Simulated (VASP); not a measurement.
# NaF (Fm-3m) in VASP: notebook, part 2 of 2

VASP 6.6.1. The steps go on from the part before.

### 3 Single point, PBEsol

This run uses another cell than the first one, of 11.94 Å³/atom.

File INCAR:

```
  PREC = Accurate
  ENCUT = 520
  EDIFF = 1E-6
  ISMEAR = 0
  SIGMA = 0.01
  LREAL = False
  LASPH = True
  NELM = 60
  ALGO = Normal
  ISIF = 2
  LWAVE = False
  LCHARG = False
  GGA = PS
  NBANDS = 14
```

File KPOINTS:

```
Automatic mesh
0
Gamma
  8 8 8
```

File POSCAR:

```
NaF
1.0
    2.2857032682      2.2857032682      0.0000000000
   -2.2857032682      2.2857032682      0.0000000000
    0.0000000000      2.2857032682      2.2857032682
Na F
1 1
Direct
    0.0000000000      0.0000000000      0.0000000000
    0.5000000000      0.5000000000      0.0000000000
```

Potentials or basis: VASP PAW PBE potentials, release 64 (Na_pv, F).

On the command line:

```sh
$ cat potpaw_PBE.64/Na_pv/POTCAR potpaw_PBE.64/F/POTCAR > POTCAR
$ mpirun -np 1 vasp_std > vasp.out
```

OUTCAR:

```text
PREC = Accurate
   ENCUT = 520
   EDIFF = 1E-6
   ISMEAR = 0
   LREAL = False
   LASPH = True
   NELM = 60
   ISIF = 2
   GGA = PS

 ion  position               nearest neighbor table
   1  0.000  0.000  0.000-   2 2.29   2 2.29   2 2.29   2 2.29   2 2.29   2 2.29
   2  0.500  0.500  0.000-   1 2.29   1 2.29   1 2.29   1 2.29   1 2.29   1 2.29

  LATTYP: Found a face centered cubic cell.
 ALAT       =     4.5714065364

  Lattice vectors:

 A1 = (   0.0000000000,   2.2857032682,   2.2857032682)
 A2 = (   2.2857032682,   0.0000000000,   2.2857032682)
 A3 = (   2.2857032682,   2.2857032682,   0.0000000000)

Analysis of symmetry for initial positions (statically):
=====================================================================
 Subroutine PRICEL returns:
 Original cell was already a primitive cell.

 Routine SETGRP: Setting up the symmetry group for a
 face centered cubic supercell.

 Subroutine GETGRP returns: Found 48 space group operations
 (whereof 48 operations were pure point group operations)
 out of a pool of 48 trial point group operations.

The static configuration has the point symmetry O_h .

Analysis of symmetry for dynamics (positions and initial velocities):
=====================================================================
 Subroutine PRICEL returns:
 Original cell was already a primitive cell.

 Routine SETGRP: Setting up the symmetry group for a
 face centered cubic supercell.

 Subroutine GETGRP returns: Found 48 space group operations
 (whereof 48 operations were pure point group operations)
 out of a pool of 48 trial point group operations.

The dynamic configuration has the point symmetry O_h .

 Subroutine INISYM returns: Found 48 space group operations
 (whereof 48 operations are pure point group operations),
 and found     1 'primitive' translations

----------------------------------------------------------------------------------------

                                     Primitive cell

  volume of cell :      23.8830

  direct lattice vectors                    reciprocal lattice vectors
     2.285703268  2.285703268  0.000000000     0.218751054  0.218751054 -0.218751054
    -2.285703268  2.285703268  0.000000000    -0.218751054  0.218751054 -0.218751054
     0.000000000  2.285703268  2.285703268     0.000000000  0.000000000  0.437502109

  length of vectors
     3.232472561  3.232472561  3.232472561     0.378887940  0.378887940  0.437502109

  position of ions in fractional coordinates (direct lattice)
     0.000000000  0.000000000  0.000000000
     0.500000000  0.500000000  0.000000000

  ion indices of the primitive-cell ions
   primitive index   ion index
                 1           1
                 2           2

----------------------------------------------------------------------------------------

 KPOINTS: Automatic mesh

Automatic generation of k-mesh.
 Grid dimensions read from file:
 generate k-points for:    8    8    8

 Generating k-lattice:

  Cartesian coordinates                     Fractional coordinates (reciprocal lattice)
     0.027343882  0.027343882 -0.027343882     0.125000000  0.000000000  0.000000000
    -0.027343882  0.027343882 -0.027343882     0.000000000  0.125000000  0.000000000
     0.000000000  0.000000000  0.054687764     0.000000000  0.000000000  0.125000000

  Length of vectors
     0.047360993  0.047360993  0.054687764

  Shift w.r.t. Gamma in fractional coordinates (k-lattice)
     0.000000000  0.000000000  0.000000000

 Subroutine IBZKPT returns following result:
 ===========================================

 Found     29 irreducible k-points:

 Following reciprocal coordinates:
            Coordinates               Weight
  0.000000  0.000000  0.000000      1.000000
  0.125000  0.000000  0.000000      8.000000
  0.250000  0.000000  0.000000      8.000000
  0.375000  0.000000  0.000000      8.000000
  0.500000  0.000000  0.000000      4.000000
  0.125000  0.125000  0.000000     12.000000
[... 16 lines left out ...]
  0.375000  0.250000  0.125000     48.000000
  0.500000  0.250000  0.125000     24.000000
 [... further k-points ...]
   k-points           NKPTS =     29   k-points in BZ     NKDIM =     29   number of bands    NBANDS=     14
   number of dos      NEDOS =    301   number of ions     NIONS =      2
   total plane-waves  NPLWV =  13824
   dimension x,y,z NGX =    24 NGY =   24 NGZ =   24
   dimension x,y,z NGXF=    48 NGYF=   48 NGZF=   48
   ions per type =               1   1
   NGX,Y,Z   is equivalent  to a cutoff of  12.34, 12.34, 12.34 a.u.
   NGXF,Y,Z  is equivalent  to a cutoff of  24.69, 24.69, 24.69 a.u.
 SYSTEM =  unknown system
   PREC   = accura    normal or accurate (medium, high low for compatibility)
   ISTART =      0    job   : 0-new  1-cont  2-samecut
   ICHARG =      2    charge: 1-file 2-atom 10-const
   ISPIN  =      1    spin polarized calculation?
   LNONCOLLINEAR =      F non collinear calculations
   LSORBIT =      F    spin-orbit coupling
   LASPH  =      T    aspherical Exc in radial PAW
   ENCUT  =  520.0 eV  38.22 Ry    6.18 a.u.   6.01  6.01  6.01*2*pi/ulx,y,z
   NELM   =     60;   NELMIN=  2; NELMDL= -5     # of ELM steps
   EDIFF  = 0.1E-05   stopping-criterion for ELM
   LREAL  =      F    real-space projection
   EDIFFG = 0.1E-04   stopping-criterion for IOM
   NSW    =      0    number of steps for IOM
   IBRION =     -1    ionic relax: 0-MD 1-quasi-New 2-CG
   NFREE  =      0    steps in history (QN), initial steepest desc. (CG)
   ISIF   =      2    stress and relaxation
   ISYM   =      2    0-nonsym 1-usesym 2-fastsym
   POTIM  = 0.5000    time-step for ionic-motion
   TEBEG  =    0.0;   TEEND  =   0.0 temperature during run
   PSTRESS=    0.0 pullay stress
   NELECT =      14.0000    total number of electrons
   NUPDOWN=      -1.0000    fix difference up-down
   EMIN   =  10.00;   EMAX   =-10.00  energy-range for DOS
   EFERMI =   0.00;   METHOD = LEGACY
   ISMEAR =     0;   SIGMA  =   0.01  broadening in eV -4-tet -1-fermi 0-gaus
   EFERMI_NEDOS =   21; number of points for ismear=-14 and -15
   IALGO  =     38    algorithm
   IMIX   =      4    mixing-type and parameters
     AMIX     =   0.40;   BMIX     =  1.00
     AMIX_MAG =   1.60;   BMIX_MAG =  1.00
  volume/ion in A,a.u.               =      11.94        80.59
  Fermi-wavevector in a.u.,A,eV,Ry     =   1.370107  2.589126 25.540745  1.877192
  Thomas-Fermi vector in A             =   2.495922
   LORBIT       =      0    0 simple, 1 ext, 2 COOP (PROOUT), +10 PAW based schemes
   GGA     = PS    functional components
   LHFCALC =     F    Hartree Fock is set to
   AEXX    =    0.0000 exact exchange contribution
   IVDW    =     0    specifies the selected vdW correction
   LEPSILON=     F    determine dielectric tensor
   LRPA    =     F    only Hartree local field effects (RPA)
 non-spin polarized calculation
 Gauss-broadening in eV      SIGMA  =   0.01
  energy-cutoff  :      520.00
  volume of cell :       23.88
 maximum number of plane-waves:       660
   NGX = 13   NGY = 13   NGZ = 13

 number of electron      13.9999998 magnetization

 Free energy of the ion-electron system (eV)
  ---------------------------------------------------
  ext. energy  EPLUGINS =         0.00000000
  ---------------------------------------------------
  free energy    TOTEN  =        -8.76167049 eV

  energy without entropy =       -8.76167049  energy(sigma->0) =       -8.76167049

 E-fermi :  -1.8778     XC(G=0):  -9.5400

 val. band max:       -1.9961825215   @ k =   0.0000   0.0000   0.0000
 cond. band min:       4.3811111350   @ k =   0.0000   0.0000   0.0000
 fundamental gap:      6.3772936564
 Fermi energy:        -1.8778466379

 k-point     1 :       0.0000    0.0000    0.0000
  band No.  band energies     occupation
      1     -21.1260      2.00000
      2     -20.6467      2.00000
      3     -20.6467      2.00000
      4     -20.6467      2.00000
      5      -1.9962      2.00000
      6      -1.9962      2.00000
      7      -1.9962      2.00000
      8       4.3811      0.00000
      9      17.1313      0.00000
     10      17.1313      0.00000
     11      17.1313      0.00000
     12      19.8995      0.00000
     13      22.3341      0.00000
     14      22.3341      0.00000
[... 375 lines left out ...]
 k-point    24 :       0.5000    0.2500    0.1250
  band No.  band energies     occupation
      1     -21.5309      2.00000
      2     -20.7112      2.00000
      3     -20.6833      2.00000
      4     -20.0535      2.00000
      5      -3.4042      2.00000
      6      -2.6194      2.00000
      7      -2.3624      2.00000
      8       9.8807      0.00000
      9      10.8940      0.00000
     10      15.4454      0.00000
     11      17.3282      0.00000
     12      20.5024      0.00000
     13      21.6067      0.00000
     14      26.5569      0.00000

 [... further k-points ...]
[... 5 lines left out ...]
  --------------------------------------------------------------------------------------
  -------------------------------------------------------------------------------------
  Total        0.2915673      0.2915673      0.2915673      0.0000000     -0.0000000      0.0000000
  in kB       19.5595919     19.5595919     19.5595919      0.0000000     -0.0000000      0.0000000
  external PRESSURE =      19.5595919 kB  Pullay stress =       0.0000000 kB

 VOLUME and BASIS-vectors are now :
 -----------------------------------------------------------------------------
  energy-cutoff  :      520.00
  volume of cell :       23.88
      direct lattice vectors                 reciprocal lattice vectors
     2.285703268  2.285703268  0.000000000     0.218751054  0.218751054 -0.218751054
    -2.285703268  2.285703268  0.000000000    -0.218751054  0.218751054 -0.218751054
     0.000000000  2.285703268  2.285703268     0.000000000  0.000000000  0.437502109

 POSITION                                       TOTAL-FORCE (eV/Angst)
 -----------------------------------------------------------------------------------
      0.00000      0.00000      0.00000         0.000000      0.000000      0.000000
      0.00000      2.28570      0.00000        -0.000000     -0.000000      0.000000
 -----------------------------------------------------------------------------------
    total drift:                                0.000000     -0.000000     -0.000000

  FREE ENERGIE OF THE ION-ELECTRON SYSTEM (eV)
  ---------------------------------------------------
  free  energy   TOTEN  =        -8.7616704923 eV

  energy  without entropy=       -8.7616704923  energy(sigma->0) =       -8.76167049
```

OSZICAR:

```text
N       E                     dE             d eps       ncg     rms          rms(c)
DAV:   1     0.105364853193E+03    0.10536E+03   -0.77676E+03   830   0.123E+03
DAV:   2    -0.422829827423E+01   -0.10959E+03   -0.10247E+03   872   0.344E+02
DAV:   3    -0.948640410260E+01   -0.52581E+01   -0.52492E+01  1028   0.669E+01
DAV:   4    -0.952665964137E+01   -0.40256E-01   -0.40254E-01   896   0.639E+00
DAV:   5    -0.952702952424E+01   -0.36988E-03   -0.36988E-03  1010   0.611E-01    0.491E+00
DAV:   6    -0.877645955849E+01    0.75057E+00   -0.25320E+00  1002   0.148E+01    0.177E+00
DAV:   7    -0.876268992760E+01    0.13770E-01   -0.29550E-02   842   0.210E+00    0.102E+00
DAV:   8    -0.876135512731E+01    0.13348E-02   -0.24102E-02   902   0.322E+00    0.150E-01
DAV:   9    -0.876182487936E+01   -0.46975E-03   -0.43483E-03   986   0.637E-01    0.121E-01
DAV:  10    -0.876166511038E+01    0.15977E-03   -0.88418E-04   914   0.363E-01    0.789E-03
DAV:  11    -0.876167036260E+01   -0.52522E-05   -0.33754E-05   926   0.111E-01    0.685E-03
DAV:  12    -0.876167049231E+01   -0.12972E-06   -0.39641E-06   914   0.229E-02
   1 F= -.87616705E+01 E0= -.87616705E+01  d E =-.502017E-65
```

stdout:

```text
POSCAR found type information on POSCAR NaF
 POSCAR found :  2 types and       2 ions
 scaLAPACK will be used
 -----------------------------------------------------------------------------
|                                                                             |
|                                                                             |
|     You enforced a specific xc type in the INCAR file but a different       |
|     I HOPE YOU KNOW WHAT YOU ARE DOING!                                     |
|                                                                             |
 -----------------------------------------------------------------------------

 LDA part: xc-table for (Slater+PW92), standard interpolation
 POSCAR, INCAR and KPOINTS ok, starting setup
 FFT: planning ... GRIDC
 FFT: planning ... GRID_SOFT
 FFT: planning ... GRID
 WAVECAR not read
 entering main loop
```

Run time: 11 s. Hardware: 1 thread of Intel Xeon 8259CL, shared host; peak memory 0.13 GiB.

What came out:

```yaml
Free_energy: -8.7617 eV
Pressure: 2.0 GPa
Band_gap_on_the_k_mesh: 6.38 eV
```

Caveat: the PAW data sets were made with another functional, which shifts forces and pressure a little.
